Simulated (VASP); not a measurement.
Set up this calculation in VASP 6.6.1, as the native input.

```
Task                   : single point
Functional             : PBE
Potentials or basis    : VASP PAW PBE potentials, release 64 (Ge_d)
Cutoff                 : 520 eV
k mesh                 : 6 × 6 × 6
Occupations            : fermi-dirac, width 0.02 eV
Spin                   : non-collinear spin, zero start, spin-orbit coupling
Starting moments       : [[0, 0, 0], [0, 0, 0]] μB
Dipole correction      : no
Further INCAR settings : ALGO = Normal; EDIFF = 1e-06; NBANDS = 40
```

The structure of Ge lies in POSCAR:

```
Ge
1.0
    0.0000000000      2.8800000000      2.8800000000
    2.8800000000      0.0000000000      2.8800000000
    2.8800000000      2.8800000000      0.0000000000
Ge
2
Direct
    0.0000000000      0.0000000000      0.0000000000
    0.2500000000      0.2500000000      0.2500000000
```

One way to write it, as run:

INCAR

```
SYSTEM = Ge
  ALGO = Normal
  EDIFF = 1E-6
  ENCUT = 520
  GGA = PE
  GGA_COMPAT = .False.
  ISIF = 2
  ISMEAR = -1
  LASPH = .True.
  LCHARG = .False.
  LNONCOLLINEAR = .True.
  LORBIT = 11
  LORBMOM = .True.
  LREAL = .False.
  LSORBIT = .True.
  LWAVE = .False.
  MAGMOM = 0 0 0 0 0 0
  NBANDS = 40
  NELM = 150
  PREC = Accurate
  SIGMA = 0.02
```

KPOINTS

```
k-points
0
Gamma
  6 6 6
  0 0 0
```

Potentials or basis: VASP PAW PBE potentials, release 64 (Ge_d).

Run with:

```console
$ cat potpaw_PBE.64/Ge_d/POTCAR > POTCAR
$ mpirun -np 1 vasp_ncl > vasp.out
```

It gave:

* Pressure: 0.1 GPa
* Net moment: 0.00 μB per cell
* Valence electrons inside the program's atomic spheres: Ge 12.36

Run time: 40 s on 1 thread of Intel(R) Xeon(R) 6975P-C (Granite Rapids), with other jobs on the host, peak memory 0.27 GiB.
